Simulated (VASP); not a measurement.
# SiO2 (Fd-3m) in VASP: single point with r2SCAN

Aim: the single point of SiO2 with r2SCAN.

Everything below comes from runs of VASP 6.6.1. Logs are shortened: lines on timing, memory, paths and dates and some standing lists are left out, and cuts for length are marked.

### 1 The cell of the first run

Symmetry: Fd-3m, No. 227, cubic system. The conventional cell has a = 7.199 Å, b = 7.199 Å, c = 7.199 Å, α = 90.00°, β = 90.00°, γ = 90.00°. Within 2.1 Å of Si (site symmetry -43m) lie 4 O at 1.56 Å. Within 2.1 Å of O (site symmetry -3m) lie 2 Si at 1.56 Å.

### 2 Single point, r2SCAN

The input, POSCAR:

```
SiO2
1.0
    0.0000000000      3.5996777200      3.5996777200
    3.5996777200      0.0000000000      3.5996777200
    3.5996777200      3.5996777200      0.0000000000
Si O
2 4
Direct
    0.0000000000      0.0000000000      0.0000000000
    0.2500000000      0.2500000000      0.2500000000
    0.1250000000      0.1250000000      0.1250000000
    0.6250000000      0.1250000000      0.1250000000
    0.1250000000      0.1250000000      0.6250000000
    0.1250000000      0.6250000000      0.1250000000
```

The input, INCAR.step1:

```
PREC = Accurate
ENCUT = 520
ISMEAR = -1
SIGMA = 0.1
LREAL = F
LASPH = T
NELM = 80
NBANDS = 25
GGA = PE
ALGO = Normal
EDIFF = 1E-4
LWAVE = T
LCHARG = F
```

The input, INCAR.step2:

```
PREC = Accurate
ENCUT = 520
EDIFF = 1E-6
ISMEAR = -1
SIGMA = 0.1
LREAL = F
LASPH = T
NELM = 80
ALGO = Normal
ISIF = 2
LWAVE = F
LCHARG = F
METAGGA = R2SCAN
LMIXTAU = T
NBANDS = 25
ISTART = 1
```

The input, KPOINTS:

```
regular mesh
0
Gamma
  6 6 6
```

Potentials or basis: VASP PAW PBE potentials, release 64 (Si, O).

The run is started by

```console
cat potpaw_PBE.64/Si/POTCAR potpaw_PBE.64/O/POTCAR > POTCAR
cp INCAR.step1 INCAR
mpirun -np 1 vasp_std > vasp.out
cp INCAR.step2 INCAR
mpirun -np 1 vasp_std > vasp.out
```

OUTCAR:

```text
PREC = Accurate
   ENCUT = 520
   EDIFF = 1E-6
   ISMEAR = -1
   LREAL = F
   LASPH = T
   NELM = 80
   ISIF = 2
   METAGGA = R2SCAN
   ISTART = 1

 ion  position               nearest neighbor table
   1  0.000  0.000  0.000-   3 1.56   4 1.56   5 1.56   6 1.56   2 3.12   2 3.12   2 3.12   2 3.12

   2  0.250  0.250  0.250-   3 1.56   4 1.56   5 1.56   6 1.56   1 3.12   1 3.12   1 3.12   1 3.12

   3  0.125  0.125  0.125-   1 1.56   2 1.56
   4  0.625  0.125  0.125-   1 1.56   2 1.56
   5  0.125  0.125  0.625-   1 1.56   2 1.56
   6  0.125  0.625  0.125-   1 1.56   2 1.56

  LATTYP: Found a face centered cubic cell.
 ALAT       =     7.1993554400

  Lattice vectors:

 A1 = (   0.0000000000,   3.5996777200,   3.5996777200)
 A2 = (   3.5996777200,   0.0000000000,   3.5996777200)
 A3 = (   3.5996777200,   3.5996777200,   0.0000000000)

Analysis of symmetry for initial positions (statically):
=====================================================================
 Subroutine PRICEL returns:
 Original cell was already a primitive cell.

 Routine SETGRP: Setting up the symmetry group for a
 face centered cubic supercell.

 Subroutine GETGRP returns: Found 48 space group operations
 (whereof 24 operations were pure point group operations)
 out of a pool of 48 trial point group operations.

The static configuration has the point symmetry T_d .
 The point group associated with its full space group is O_h .

Analysis of symmetry for dynamics (positions and initial velocities):
=====================================================================
 Subroutine PRICEL returns:
 Original cell was already a primitive cell.

 Routine SETGRP: Setting up the symmetry group for a
 face centered cubic supercell.

 Subroutine GETGRP returns: Found 48 space group operations
 (whereof 24 operations were pure point group operations)
 out of a pool of 48 trial point group operations.

The dynamic configuration has the point symmetry T_d .
 The point group associated with its full space group is O_h .

 Subroutine INISYM returns: Found 48 space group operations
 (whereof 24 operations are pure point group operations),
 and found     1 'primitive' translations

----------------------------------------------------------------------------------------

                                     Primitive cell

  volume of cell :      93.2869

  direct lattice vectors                    reciprocal lattice vectors
     0.000000000  3.599677720  3.599677720    -0.138901324  0.138901324  0.138901324
     3.599677720  0.000000000  3.599677720     0.138901324 -0.138901324  0.138901324
     3.599677720  3.599677720  0.000000000     0.138901324  0.138901324 -0.138901324

  length of vectors
     5.090713052  5.090713052  5.090713052     0.240584150  0.240584150  0.240584150

  position of ions in fractional coordinates (direct lattice)
     0.000000000  0.000000000  0.000000000
     0.250000000  0.250000000  0.250000000
     0.125000000  0.125000000  0.125000000
     0.625000000  0.125000000  0.125000000
     0.125000000  0.125000000  0.625000000
     0.125000000  0.625000000  0.125000000

  ion indices of the primitive-cell ions
   primitive index   ion index
                 1           1
                 2           2
                 3           3
                 4           4
                 5           5
                 6           6

----------------------------------------------------------------------------------------

 KPOINTS: regular mesh

Automatic generation of k-mesh.
 Grid dimensions read from file:
 generate k-points for:    6    6    6

 Generating k-lattice:

  Cartesian coordinates                     Fractional coordinates (reciprocal lattice)
    -0.023150221  0.023150221  0.023150221     0.166666667  0.000000000  0.000000000
     0.023150221 -0.023150221  0.023150221     0.000000000  0.166666667  0.000000000
     0.023150221  0.023150221 -0.023150221     0.000000000  0.000000000  0.166666667

  Length of vectors
     0.040097358  0.040097358  0.040097358

  Shift w.r.t. Gamma in fractional coordinates (k-lattice)
     0.000000000  0.000000000  0.000000000

 Subroutine IBZKPT returns following result:
 ===========================================

 Found     16 irreducible k-points:

 Following reciprocal coordinates:
            Coordinates               Weight
  0.000000  0.000000  0.000000      1.000000
  0.166667  0.000000  0.000000      8.000000
  0.333333  0.000000  0.000000      8.000000
  0.500000  0.000000  0.000000      4.000000
  0.166667  0.166667  0.000000      6.000000
  0.333333  0.166667  0.000000     24.000000
[... 8 lines left out ...]
 -0.333333  0.333333  0.166667     24.000000
 -0.333333  0.500000  0.166667     12.000000
   k-points           NKPTS =     16   k-points in BZ     NKDIM =     16   number of bands    NBANDS=     25
   number of dos      NEDOS =    301   number of ions     NIONS =      6
   total plane-waves  NPLWV =  64000
   dimension x,y,z NGX =    40 NGY =   40 NGZ =   40
   dimension x,y,z NGXF=    80 NGYF=   80 NGZF=   80
   ions per type =               2   4
   NGX,Y,Z   is equivalent  to a cutoff of  13.06, 13.06, 13.06 a.u.
   NGXF,Y,Z  is equivalent  to a cutoff of  26.13, 26.13, 26.13 a.u.
 SYSTEM =  unknown system
   PREC   = accura    normal or accurate (medium, high low for compatibility)
   ISTART =      1    job   : 0-new  1-cont  2-samecut
   ICHARG =      0    charge: 1-file 2-atom 10-const
   ISPIN  =      1    spin polarized calculation?
   LNONCOLLINEAR =      F non collinear calculations
   LSORBIT =      F    spin-orbit coupling
   LASPH  =      T    aspherical Exc in radial PAW
   ENCUT  =  520.0 eV  38.22 Ry    6.18 a.u.   9.47  9.47  9.47*2*pi/ulx,y,z
   NELM   =     80;   NELMIN=  2; NELMDL=  0     # of ELM steps
   EDIFF  = 0.1E-05   stopping-criterion for ELM
   LREAL  =      F    real-space projection
   EDIFFG = 0.1E-04   stopping-criterion for IOM
   NSW    =      0    number of steps for IOM
   IBRION =     -1    ionic relax: 0-MD 1-quasi-New 2-CG
   NFREE  =      0    steps in history (QN), initial steepest desc. (CG)
   ISIF   =      2    stress and relaxation
   ISYM   =      2    0-nonsym 1-usesym 2-fastsym
   POTIM  = 0.5000    time-step for ionic-motion
   TEBEG  =    0.0;   TEEND  =   0.0 temperature during run
   PSTRESS=    0.0 pullay stress
   NELECT =      32.0000    total number of electrons
   NUPDOWN=      -1.0000    fix difference up-down
   EMIN   =  10.00;   EMAX   =-10.00  energy-range for DOS
   EFERMI =   0.00;   METHOD = LEGACY
   ISMEAR =    -1;   SIGMA  =   0.10  broadening in eV -4-tet -1-fermi 0-gaus
   EFERMI_NEDOS =   21; number of points for ismear=-14 and -15
   IALGO  =     38    algorithm
   IMIX   =      4    mixing-type and parameters
     AMIX     =   0.40;   BMIX     =  1.00
     AMIX_MAG =   1.60;   BMIX_MAG =  1.00
  volume/ion in A,a.u.               =      15.55       104.92
  Fermi-wavevector in a.u.,A,eV,Ry     =   1.146000  2.165626 17.868742  1.313316
  Thomas-Fermi vector in A             =   2.282686
   LORBIT       =      0    0 simple, 1 ext, 2 COOP (PROOUT), +10 PAW based schemes
   METAGGA = R2SCAN    functional components
   LHFCALC =     F    Hartree Fock is set to
   AEXX    =    0.0000 exact exchange contribution
   IVDW    =     0    specifies the selected vdW correction
   LEPSILON=     F    determine dielectric tensor
   LRPA    =     F    only Hartree local field effects (RPA)
 non-spin polarized calculation
  energy-cutoff  :      520.00
  volume of cell :       93.29
 maximum number of plane-waves:      2565
 NGX is ok and might be reduce to    40
   NGX = 19   NGY = 19   NGZ = 19

 number of electron      31.9999986 magnetization

 Free energy of the ion-electron system (eV)
  ---------------------------------------------------
  ext. energy  EPLUGINS =         0.00000000
  ---------------------------------------------------
  free energy    TOTEN  =       -59.12440045 eV

  energy without entropy =      -59.12440045  energy(sigma->0) =      -59.12440045

 E-fermi :   1.5673     XC(G=0):  -8.1603

 val. band max:       -0.7326732118   @ k =   0.5000   0.0000   0.0000
 cond. band min:       5.4152652173   @ k =   0.0000   0.0000   0.0000
 fundamental gap:      6.1479384291
 Fermi energy:         1.5672639445

 k-point     1 :       0.0000    0.0000    0.0000
  band No.  band energies     occupation
      1     -21.6445      2.00000
      2     -19.4148      2.00000
      3     -19.4148      2.00000
      4     -19.4148      2.00000
      5     -11.2388      2.00000
      6      -7.0880      2.00000
[... 17 lines left out ...]
     24      12.2742      0.00000
     25      12.9171      0.00000

 k-point     2 :       0.1667    0.0000    0.0000
  band No.  band energies     occupation
      1     -21.5598      2.00000
      2     -19.5709      2.00000
      3     -19.4180      2.00000
      4     -19.4180      2.00000
      5     -10.9844      2.00000
      6      -7.1742      2.00000
[... 17 lines left out ...]
     24      12.4251      0.00000
     25      13.9790      0.00000

 k-point     3 :       0.3333    0.0000    0.0000
  band No.  band energies     occupation
      1     -21.3458      2.00000
      2     -19.9204      2.00000
      3     -19.4244      2.00000
      4     -19.4244      2.00000
      5     -10.4097      2.00000
      6      -7.4108      2.00000
[... 328 lines left out ...]
 k-point    15 :      -0.3333    0.3333    0.1667
  band No.  band energies     occupation
      1     -20.9537      2.00000
      2     -20.4240      2.00000
      3     -19.4425      2.00000
      4     -19.4361      2.00000
      5      -9.4554      2.00000
      6      -8.2925      2.00000
[... 17 lines left out ...]
     24      13.7152      0.00000
     25      14.0709      0.00000

 k-point    16 :      -0.3333    0.5000    0.1667
  band No.  band energies     occupation
      1     -20.6976      2.00000
      2     -20.6976      2.00000
      3     -19.4421      2.00000
      4     -19.4421      2.00000
      5      -8.8787      2.00000
      6      -8.8787      2.00000
[... 17 lines left out ...]
     24      13.2874      0.00000
     25      13.5418      0.00000

------------------------ aborting loop because EDIFF is reached ----------------------------------------

  FORCE on cell =-STRESS in cart. coord.  units (eV):
  Direction    XX          YY          ZZ          XY          YZ          ZX
  --------------------------------------------------------------------------------------
  -------------------------------------------------------------------------------------
  Total        9.0084955      9.0084955      9.0084955      0.0000000     -0.0000000      0.0000000
  in kB      154.7184095    154.7184095    154.7184095      0.0000000     -0.0000000      0.0000000
  external PRESSURE =     154.7184095 kB  Pullay stress =       0.0000000 kB

 VOLUME and BASIS-vectors are now :
 -----------------------------------------------------------------------------
  energy-cutoff  :      520.00
  volume of cell :       93.29
      direct lattice vectors                 reciprocal lattice vectors
     0.000000000  3.599677720  3.599677720    -0.138901324  0.138901324  0.138901324
     3.599677720  0.000000000  3.599677720     0.138901324 -0.138901324  0.138901324
     3.599677720  3.599677720  0.000000000     0.138901324  0.138901324 -0.138901324

 POSITION                                       TOTAL-FORCE (eV/Angst)
 -----------------------------------------------------------------------------------
      0.00000      0.00000      0.00000        -0.000000     -0.000000     -0.000000
      1.79984      1.79984      1.79984         0.000000      0.000000      0.000000
      0.89992      0.89992      0.89992         0.000000     -0.000000     -0.000000
      0.89992      2.69976      2.69976         0.000000     -0.000000     -0.000000
      2.69976      2.69976      0.89992         0.000000     -0.000000     -0.000000
      2.69976      0.89992      2.69976         0.000000     -0.000000     -0.000000
 -----------------------------------------------------------------------------------
    total drift:                                0.000000      0.000000      0.000000

  FREE ENERGIE OF THE ION-ELECTRON SYSTEM (eV)
  ---------------------------------------------------
  free  energy   TOTEN  =       -59.1244004472 eV

  energy  without entropy=      -59.1244004471  energy(sigma->0) =      -59.12440045
```

It took 1.8 min on 1 thread of Intel Xeon Platinum 8375C at 2.90GHz (Ice Lake), shared host; peak memory 0.25 GiB.

Results:

| Quantity | Value |
| --- | --- |
| Free energy | -59.1244 eV |
| Pressure | 15.5 GPa |
| Band gap on the k mesh | 6.15 eV, indirect (least direct gap 6.15 eV) |

Caveat: the PAW data sets were made with another functional, which shifts forces and pressure a little. A k mesh can miss the band edges.
